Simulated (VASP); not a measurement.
SiSe2:

```
CELL_PARAMETERS angstrom
-2.92503 4.75197 2.91846
2.92503 -4.75197 2.91846
2.92503 4.75197 -2.91846
ATOMIC_POSITIONS crystal
Si 0.75000 0.75000 0.00000
Si 0.25000 0.25000 0.00000
Se 0.12618 0.22282 0.34900
Se 0.87382 0.77718 0.65100
Se 0.37382 0.72282 0.09664
Se 0.62618 0.27718 0.90336
```

* Program: VASP 6.6.1
* Task: relaxation of cell and atoms
* Functional: PBE
* Potentials or basis: VASP PAW PBE potentials, release 64 (Si, Se)
* Cutoff: 500 eV
* k mesh: 8 × 8 × 8
* Occupations: gaussian, width 0.02 eV
* Spin: no spin polarisation

At the start: pressure 1.9 GPa; volume 27.04 Å³/atom.

Question: How do energy, volume and symmetry change on relaxing?

Answer: Over 23 steps the energy falls by 32.8 meV/atom and the volume is 35.99 Å³/atom (+33.1 %); space group Ibam (No. 72, to 0.05 Å).

Step by step:
| step | energy change (eV) | largest force (eV/Å) | pressure (GPa) | volume (Å³) |
| --- | --- | --- | --- | --- |
| 1 | 0.0000 | 0.0081 | 1.93 | 162.26 |
| 2 | -0.0245 | 0.5757 | -0.79 | 170.04 |
| 3 | -0.0308 | 0.3996 | 0.01 | 167.53 |
| 4 | -0.0595 | 0.3308 | 0.03 | 170.21 |
| 5 | -0.1203 | 0.1049 | 0.19 | 178.39 |
| 6 | -0.1336 | 0.4476 | 0.90 | 195.46 |
| 7 | -0.1443 | 0.2582 | 0.66 | 189.40 |
| 8 | -0.1623 | 0.1077 | 0.15 | 194.03 |
| 9 | -0.1734 | 0.1191 | -0.55 | 201.28 |
| 10 | -0.1872 | 0.0637 | -0.21 | 203.07 |
| 11 | -0.1918 | 0.0229 | 0.11 | 204.66 |
| 12 | -0.1919 | 0.0233 | 0.16 | 204.87 |
| 13 | -0.1926 | 0.0361 | 0.06 | 206.09 |
| 14 | -0.1930 | 0.0819 | -0.07 | 207.88 |
| 15 | -0.1935 | 0.0760 | -0.06 | 208.60 |
| 16 | -0.1949 | 0.0585 | -0.04 | 210.79 |
| 17 | -0.1963 | 0.0234 | 0.01 | 215.19 |
| 18 | -0.1963 | 0.0181 | 0.02 | 216.01 |
| 19 | -0.1966 | 0.0129 | 0.00 | 216.00 |
| 20 | -0.1967 | 0.0094 | -0.02 | 216.00 |
| 21 | -0.1967 | 0.0090 | -0.02 | 216.00 |
| 22 | -0.1967 | 0.0084 | 0.02 | 215.87 |
| 23 | -0.1967 | 0.0045 | 0.01 | 215.91 |

Final structure:
```xyz
6
Lattice="-3.2778 5.5502 2.9671 3.2778 -5.5502 2.9671 3.2778 5.5502 -2.9671" Properties=species:S:1:pos:R:3 pbc="T T T"
Si    0.0000    0.0000    4.4507
Si    0.0000    0.0000    1.4836
Se    1.2518    1.2396    0.0000
Se    2.0260    4.3106    2.9671
Se    1.2518   -1.2396    2.9671
Se    2.0260    6.7897    0.0000
```

Caveat: the volume moved by over 15 % at a fixed basis, so the end points are rough.
